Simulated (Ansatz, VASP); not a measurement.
As in VASP and in Ansatz

INCAR

```
SYSTEM = As
PREC     = Accurate       ! precision mode
ENCUT    = 510            ! plane-wave cutoff, eV
EDIFF    = 1E-6           ! SCF threshold, eV
ISMEAR   = 0              ! smearing method
SIGMA    = 0.1            ! smearing width, eV
LREAL    = .FALSE.        ! projectors in reciprocal space
LASPH    = .TRUE.         ! aspherical terms in the spheres
NELM     = 120            ! most SCF steps
ALGO     = Normal         ! electronic algorithm
ISIF     = 2              ! what is computed and relaxed
LWAVE    = .FALSE.        ! write WAVECAR
LCHARG   = .FALSE.        ! write CHGCAR
NBANDS   = 22             ! bands
GGA_COMPAT= .FALSE.
```

Contents of KPOINTS:

```
Automatic mesh
0
G
  6 6 6
  0 0 0
```

File POSCAR:

```
As
1.0
    1.8797494575      1.0852738553      3.4857700000
   -1.8797494575      1.0852738553      3.4857700000
    0.0000000000     -2.1705477106      3.4857700000
As
2
Direct
    0.2275400000      0.2275400000      0.2275400000
    0.7724600000      0.7724600000      0.7724600000
```

Input for Ansatz:

```yaml
crystal:
  lattice:
    - [1.8797494575, 1.0852738553, 3.48577]
    - [-1.8797494575, 1.0852738553, 3.48577]
    - [0.0, -2.1705477106, 3.48577]
  atoms:
    - { symbol: As, position: [0.22754, 0.22754, 0.22754] }
    - { symbol: As, position: [0.77246, 0.77246, 0.77246] }
basis:
  ecutwfc: 420
kpoints:
  mp_grid: { grid: [6, 6, 6] }
hamiltonian:
  xc: lda
scf:
  occupations: { method: gaussian, width: 0.1 }
  eigensolver: { kind: davidson, full_accuracy: true }
  max_iter: 100
output:
  forces: true
  stress: true
  eigenvalues: true
```

Alike in both runs: task single point; functional LDA; k mesh 6 × 6 × 6; occupations gaussian, width 0.1 eV; no spin polarisation.

```csv
,VASP,Ansatz
version,VASP 6.6.1,Ansatz 0.2.0
potentials or method,"VASP PAW LDA potentials, release 64 (As_d), cutoff 510 eV","scalar-relativistic, plane waves, PAW"
valence electrons in the cell,30,30
```

VASP gave:

| Item | Value |
| --- | --- |
| gap on the k mesh at the Fermi level (eV) | none |
| pressure (GPa) | -1.4 |
| traceless stress, the component that is largest in VASP (GPa) | -0.98 |
| rms of the force components (eV/Å) | 0.007 |

Task: What did Ansatz give for the same quantities?

Result: gap on the k mesh at the Fermi level (eV): none; pressure (GPa): -1.7; traceless stress, the component that is largest in VASP (GPa): -0.92; rms of the force components (eV/Å): 0.027.

LDA's correlation is that of Perdew and Zunger in VASP and of Perdew and Wang (1992) in Ansatz. Atom by atom the forces differ by 0.020 eV/Å (rms over components). A gap of «none» marks a metal or a gap that the smearing closes.
